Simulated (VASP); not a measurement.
# Te (Im-3m) in VASP: single point with PBEsol

Aim: the single point of Te with PBEsol.

Program: VASP 6.6.1. These are calculated values, not measurements. Logs are shortened: lines on timing, memory, paths and dates and some standing lists are left out, and cuts for length are marked.

## (1) The cell of the first run

Symmetry: Im-3m, No. 229, cubic system. Conventional cell: a = 3.776 Å, b = 3.776 Å, c = 3.776 Å, α = 90.00°, β = 90.00°, γ = 90.00°. Te (site symmetry m-3m) has 14 Te at 3.27 to 3.78 Å within 4.3 Å.

## (2) Single point, PBEsol

Input file INCAR:

```
ALGO = Normal
EDIFF = 1E-6
ENCUT = 520
GGA = PS
ISIF = 2
ISMEAR = -1
LASPH = T
LCHARG = T
LELF = T
LREAL = F
LVHAR = T
LWAVE = F
NBANDS = 9
NELM = 60
PREC = Accurate
SIGMA = 0.13605693000000002
```

Input file KPOINTS:

```
k-points
0
Gamma
  12 12 12
```

Input file POSCAR:

```
Te
1.0
   -1.8881300617      1.8881300617      1.8881300617
    1.8881300617     -1.8881300617      1.8881300617
    1.8881300617      1.8881300617     -1.8881300617
Te
1
Direct
    0.0000000000      0.0000000000      0.0000000000
```

Potentials or basis: VASP PAW PBE potentials, release 64 (Te).

The run is started by

```
cat potpaw_PBE.64/Te/POTCAR > POTCAR
mpirun -np 1 vasp_std > vasp.out
```

OUTCAR:

```text
EDIFF = 1E-6
   ENCUT = 520
   GGA = PS
   ISIF = 2
   ISMEAR = -1
   LASPH = T
   LREAL = F
   NELM = 60
   PREC = Accurate

 ion  position               nearest neighbor table
   1  0.000  0.000  0.000-

  LATTYP: Found a body centered cubic cell.
 ALAT       =     3.7762601234

  Lattice vectors:

 A1 = (  -1.8881300617,   1.8881300617,   1.8881300617)
 A2 = (   1.8881300617,  -1.8881300617,   1.8881300617)
 A3 = (   1.8881300617,   1.8881300617,  -1.8881300617)

Analysis of symmetry for initial positions (statically):
=====================================================================
 Subroutine PRICEL returns:
 Original cell was already a primitive cell.

 Routine SETGRP: Setting up the symmetry group for a
 body centered cubic supercell.

 Subroutine GETGRP returns: Found 48 space group operations
 (whereof 48 operations were pure point group operations)
 out of a pool of 48 trial point group operations.

The static configuration has the point symmetry O_h .

Analysis of symmetry for dynamics (positions and initial velocities):
=====================================================================
 Subroutine PRICEL returns:
 Original cell was already a primitive cell.

 Routine SETGRP: Setting up the symmetry group for a
 body centered cubic supercell.

 Subroutine GETGRP returns: Found 48 space group operations
 (whereof 48 operations were pure point group operations)
 out of a pool of 48 trial point group operations.

The dynamic configuration has the point symmetry O_h .

 Subroutine INISYM returns: Found 48 space group operations
 (whereof 48 operations are pure point group operations),
 and found     1 'primitive' translations

----------------------------------------------------------------------------------------

                                     Primitive cell

  volume of cell :      26.9250

  direct lattice vectors                    reciprocal lattice vectors
    -1.888130062  1.888130062  1.888130062     0.000000000  0.264812266  0.264812266
     1.888130062 -1.888130062  1.888130062     0.264812266  0.000000000  0.264812266
     1.888130062  1.888130062 -1.888130062     0.264812266  0.264812266  0.000000000

  length of vectors
     3.270337198  3.270337198  3.270337198     0.374501098  0.374501098  0.374501098

  position of ions in fractional coordinates (direct lattice)
     0.000000000  0.000000000  0.000000000

  ion indices of the primitive-cell ions
   primitive index   ion index
                 1           1

----------------------------------------------------------------------------------------

 KPOINTS: k-points

Automatic generation of k-mesh.
 Grid dimensions read from file:
 generate k-points for:   12   12   12

 Generating k-lattice:

  Cartesian coordinates                     Fractional coordinates (reciprocal lattice)
     0.000000000  0.022067689  0.022067689     0.083333333  0.000000000  0.000000000
     0.022067689  0.000000000  0.022067689     0.000000000  0.083333333  0.000000000
     0.022067689  0.022067689  0.000000000     0.000000000  0.000000000  0.083333333

  Length of vectors
     0.031208425  0.031208425  0.031208425

  Shift w.r.t. Gamma in fractional coordinates (k-lattice)
     0.000000000  0.000000000  0.000000000

 Subroutine IBZKPT returns following result:
 ===========================================

 Found     72 irreducible k-points:

 Following reciprocal coordinates:
            Coordinates               Weight
  0.000000  0.000000  0.000000      1.000000
  0.083333  0.000000  0.000000     12.000000
  0.166667  0.000000  0.000000     12.000000
  0.250000  0.000000  0.000000     12.000000
  0.333333  0.000000  0.000000     12.000000
  0.416667  0.000000  0.000000     12.000000
[... 16 lines left out ...]
  0.333333  0.083333  0.083333     24.000000
  0.416667  0.083333  0.083333     12.000000
 [... further k-points ...]
   k-points           NKPTS =     72   k-points in BZ     NKDIM =     72   number of bands    NBANDS=      9
   number of dos      NEDOS =    301   number of ions     NIONS =      1
   total plane-waves  NPLWV =  13824
   dimension x,y,z NGX =    24 NGY =   24 NGZ =   24
   dimension x,y,z NGXF=    48 NGYF=   48 NGZF=   48
   ions per type =               1
   NGX,Y,Z   is equivalent  to a cutoff of  12.20, 12.20, 12.20 a.u.
   NGXF,Y,Z  is equivalent  to a cutoff of  24.40, 24.40, 24.40 a.u.
 SYSTEM =  unknown system
   PREC   = accura    normal or accurate (medium, high low for compatibility)
   ISTART =      0    job   : 0-new  1-cont  2-samecut
   ICHARG =      2    charge: 1-file 2-atom 10-const
   ISPIN  =      1    spin polarized calculation?
   LNONCOLLINEAR =      F non collinear calculations
   LSORBIT =      F    spin-orbit coupling
   LASPH  =      T    aspherical Exc in radial PAW
   ENCUT  =  520.0 eV  38.22 Ry    6.18 a.u.   6.08  6.08  6.08*2*pi/ulx,y,z
   NELM   =     60;   NELMIN=  2; NELMDL= -5     # of ELM steps
   EDIFF  = 0.1E-05   stopping-criterion for ELM
   LREAL  =      F    real-space projection
   EDIFFG = 0.1E-04   stopping-criterion for IOM
   NSW    =      0    number of steps for IOM
   IBRION =     -1    ionic relax: 0-MD 1-quasi-New 2-CG
   NFREE  =      0    steps in history (QN), initial steepest desc. (CG)
   ISIF   =      2    stress and relaxation
   ISYM   =      2    0-nonsym 1-usesym 2-fastsym
   POTIM  = 0.5000    time-step for ionic-motion
   TEBEG  =    0.0;   TEEND  =   0.0 temperature during run
   PSTRESS=    0.0 pullay stress
   NELECT =       6.0000    total number of electrons
   NUPDOWN=      -1.0000    fix difference up-down
   EMIN   =  10.00;   EMAX   =-10.00  energy-range for DOS
   EFERMI =   0.00;   METHOD = LEGACY
   ISMEAR =    -1;   SIGMA  =   0.14  broadening in eV -4-tet -1-fermi 0-gaus
   EFERMI_NEDOS =   21; number of points for ismear=-14 and -15
   IALGO  =     38    algorithm
   IMIX   =      4    mixing-type and parameters
     AMIX     =   0.40;   BMIX     =  1.00
     AMIX_MAG =   1.60;   BMIX_MAG =  1.00
  volume/ion in A,a.u.               =      26.92       181.70
  Fermi-wavevector in a.u.,A,eV,Ry     =   0.992522  1.875594 13.403090  0.985099
  Thomas-Fermi vector in A             =   2.124339
   LORBIT       =      0    0 simple, 1 ext, 2 COOP (PROOUT), +10 PAW based schemes
   GGA     = PS    functional components
   LHFCALC =     F    Hartree Fock is set to
   AEXX    =    0.0000 exact exchange contribution
   IVDW    =     0    specifies the selected vdW correction
   LEPSILON=     F    determine dielectric tensor
   LRPA    =     F    only Hartree local field effects (RPA)
 non-spin polarized calculation
  energy-cutoff  :      520.00
  volume of cell :       26.92
 maximum number of plane-waves:       736
   NGX = 13   NGY = 13   NGZ = 13

 number of electron       5.9999999 magnetization

 Free energy of the ion-electron system (eV)
  ---------------------------------------------------
  ext. energy  EPLUGINS =         0.00000000
  ---------------------------------------------------
  free energy    TOTEN  =        -3.32747799 eV

  energy without entropy =       -3.28798187  energy(sigma->0) =       -3.30772993

 E-fermi :   8.5748     XC(G=0): -10.4382

 val. band max:        8.5310946861   @ k =   0.1667   0.1667   0.0000
 cond. band min:       8.5850450184   @ k =   0.5000   0.0000   0.0000
 fundamental gap:      0.0539503322
 Fermi energy:         8.5747745341

 k-point     1 :       0.0000    0.0000    0.0000
  band No.  band energies     occupation
      1      -5.8404      2.00000
      2      11.7855      0.00000
      3      11.7855      0.00000
      4      11.7855      0.00000
      5      18.5249      0.00000
      6      18.5249      0.00000
      7      18.5249      0.00000
      8      18.9120      0.00000
      9      20.3631      0.00000

 k-point     2 :       0.0833    0.0000    0.0000
  band No.  band energies     occupation
      1      -5.7057      2.00000
      2      10.8416      0.00000
      3      11.4356      0.00000
      4      11.7097      0.00000
      5      17.7707      0.00000
      6      17.8149      0.00000
      7      19.0913      0.00000
      8      19.5347      0.00000
      9      19.6774      0.00000

 k-point     3 :       0.1667    0.0000    0.0000
  band No.  band energies     occupation
      1      -5.3062      2.00000
      2       8.8296      0.26638
      3      10.6581      0.00000
      4      11.4975      0.00000
      5      16.4306      0.00000
      6      16.8201      0.00000
      7      19.3280      0.00000
      8      19.8062      0.00000
      9      20.5163      0.00000

 k-point     4 :       0.2500    0.0000    0.0000
  band No.  band energies     occupation
      1      -4.6602      2.00000
      2       6.6018      2.00000
      3       9.8332      0.00019
      4      11.2034      0.00000
      5      15.3603      0.00000
      6      15.9987      0.00000
      7      19.4874      0.00000
      8      20.3483      0.00000
      9      22.4139      0.00000
[... 205 lines left out ...]
 k-point    22 :       0.2500    0.0833    0.0833
  band No.  band energies     occupation
      1      -3.5950      2.00000
      2       4.5724      2.00000
      3       8.0814      1.94814
      4       9.4945      0.00232
      5      16.3989      0.00000
      6      16.8646      0.00000
      7      20.7265      0.00000
      8      21.3369      0.00000
      9      22.6469      0.00000

 k-point    23 :       0.3333    0.0833    0.0833
  band No.  band energies     occupation
      1      -2.7559      2.00000
      2       3.0994      2.00000
      3       7.4872      1.99933
      4       9.1980      0.02029
      5      16.0665      0.00000
      6      16.7617      0.00000
      7      21.4752      0.00000
      8      22.3687      0.00000
      9      24.3581      0.00000

 k-point    24 :       0.4167    0.0833    0.0833
  band No.  band energies     occupation
      1      -2.3372      2.00000
      2       2.4568      2.00000
      3       7.2939      1.99984
      4       9.0952      0.04271
      5      15.9497      0.00000
      6      16.7157      0.00000
      7      22.0801      0.00000
      8      23.5398      0.00000
      9      23.5906      0.00000

 [... further k-points ...]

------------------------ aborting loop because EDIFF is reached ----------------------------------------

  FORCE on cell =-STRESS in cart. coord.  units (eV):
  Direction    XX          YY          ZZ          XY          YZ          ZX
  --------------------------------------------------------------------------------------
  -------------------------------------------------------------------------------------
  Total       -0.0006861     -0.0006861     -0.0006861      0.0000000     -0.0000000      0.0000000
  in kB       -0.0408240     -0.0408240     -0.0408240      0.0000000     -0.0000000      0.0000000
  external PRESSURE =      -0.0408240 kB  Pullay stress =       0.0000000 kB

 VOLUME and BASIS-vectors are now :
 -----------------------------------------------------------------------------
  energy-cutoff  :      520.00
  volume of cell :       26.92
      direct lattice vectors                 reciprocal lattice vectors
    -1.888130062  1.888130062  1.888130062     0.000000000  0.264812266  0.264812266
     1.888130062 -1.888130062  1.888130062     0.264812266  0.000000000  0.264812266
     1.888130062  1.888130062 -1.888130062     0.264812266  0.264812266  0.000000000

 POSITION                                       TOTAL-FORCE (eV/Angst)
 -----------------------------------------------------------------------------------
      0.00000      0.00000      0.00000        -0.000000     -0.000000      0.000000
 -----------------------------------------------------------------------------------
    total drift:                                0.000000     -0.000000      0.000000

  FREE ENERGIE OF THE ION-ELECTRON SYSTEM (eV)
  ---------------------------------------------------
  free  energy   TOTEN  =        -3.3274779883 eV

  energy  without entropy=       -3.2879818661  energy(sigma->0) =       -3.30772993
```

Run time: 7.1 s. Hardware: 1 thread of Intel Xeon 6975P-C, shared host; peak memory 0.14 GiB.

What came out:

- Free energy: -3.3275 eV
- Pressure: 0.0 GPa
- Band gap on the k mesh: zero (band 3 reaches 11.79 eV, above the bottom of band 4 at 4.83 eV)

Levels at points of the mesh, in eV from the Fermi level:
```csv
k point,band 1,band 2,band 3,band 4,band 5,band 6,band 7
"(0.00, 0.00, 0.00)",-14.42,3.21,3.21,3.21,9.95,9.95,9.95
"(0.50, 0.00, 0.00)",-11.06,-6.42,0.01,2.05,5.46,6.35,12.97
"(0.50, 0.50, 0.50)",-8.59,-3.22,-3.22,-3.22,2.59,2.59,17.33
```

Caveat: the PAW data sets were made with another functional, which shifts forces and pressure a little; spin-orbit coupling is left out, which moves the levels of the heavy elements.
